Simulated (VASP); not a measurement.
Wanted: the native input for a VASP 6.6.1 run.

```yaml
Task: single point
Functional: r2SCAN
Potentials_or_basis: VASP PAW PBE potentials, release 64 (C)
Cutoff: 520 eV
k_mesh: 12 × 12 × 10
Occupations: gaussian, width 0.05 eV
Spin: no spin polarisation
Dipole_correction: no
Further_INCAR_settings: ALGO = Normal; EDIFF = 1e-06; NBANDS = 16; ISYM = 0
```

Crystal: C.

```
C
1.0
     0.00000   -1.78014   -1.78014
    -1.78014    0.00000   -1.78014
     1.78014    1.78014   -3.56028
C
4
Direct
  0.77752 0.73624 0.75000
  0.22248 0.26376 0.25000
  0.40252 0.36124 0.87500
  0.84748 0.88876 0.37500
```

This cell differs from its parent crystal: atoms displaced along a vibrational mode.

The input as run:

POSCAR

```
C
1.0
    0.0000000000     -1.7801417069     -1.7801417069
   -1.7801417069      0.0000000000     -1.7801417069
    1.7801417069      1.7801417069     -3.5602834138
C
4
Direct
    0.7775201697      0.7362399210      0.7499999882
    0.2224798303      0.2637600790      0.2500000118
    0.4025201697      0.3612399210      0.8749999882
    0.8474798303      0.8887600790      0.3750000118
```

INCAR.step1

```
PREC     = Accurate       # precision mode
ENCUT    = 520            # plane-wave cutoff, eV
ISMEAR   = 0              # smearing method
SIGMA    = 0.05           # smearing width, eV
LREAL    = False          # projectors in reciprocal space
LASPH    = True           # aspherical terms in the spheres
NELM     = 60             # most SCF steps
NBANDS   = 16             # bands
ISYM     = 0            
GGA      = PE             # functional
ALGO     = Normal         # electronic algorithm
EDIFF    = 1E-4           # SCF threshold, eV
LWAVE    = True           # write WAVECAR
LCHARG   = False          # write CHGCAR
```

INCAR.step2

```
PREC     = Accurate       # precision mode
ENCUT    = 520            # plane-wave cutoff, eV
EDIFF    = 1E-6           # SCF threshold, eV
ISMEAR   = 0              # smearing method
SIGMA    = 0.05           # smearing width, eV
LREAL    = False          # projectors in reciprocal space
LASPH    = True           # aspherical terms in the spheres
NELM     = 60             # most SCF steps
ALGO     = Normal         # electronic algorithm
ISIF     = 2              # what is computed and relaxed
LWAVE    = False          # write WAVECAR
LCHARG   = False          # write CHGCAR
METAGGA  = R2SCAN         # meta-GGA
LMIXTAU  = True         
NBANDS   = 16             # bands
ISYM     = 0            
ISTART   = 1
```

KPOINTS

```
regular mesh
0
Gamma
  12 12 10
```

Potentials or basis: VASP PAW PBE potentials, release 64 (C).

Command:

```bash
$ cat potpaw_PBE.64/C/POTCAR > POTCAR
$ cp INCAR.step1 INCAR
$ mpirun -np 1 vasp_std > vasp.out
$ cp INCAR.step2 INCAR
$ mpirun -np 1 vasp_std > vasp.out
```

Results of the run:

| Quantity | Value |
| --- | --- |
| Pressure | 1.0 GPa |
| Largest force | 0.842 eV/Å |
| Band gap on the k mesh | 4.28 eV |

Caveat: the cell differs from its parent crystal (atoms displaced along a vibrational mode); the PAW data sets were made with another functional, which shifts forces and pressure a little.

Wall time 5.1 min on 1 thread of Intel(R) Xeon(R) 6975P-C (Granite Rapids) (shared host), peak memory 0.28 GiB.
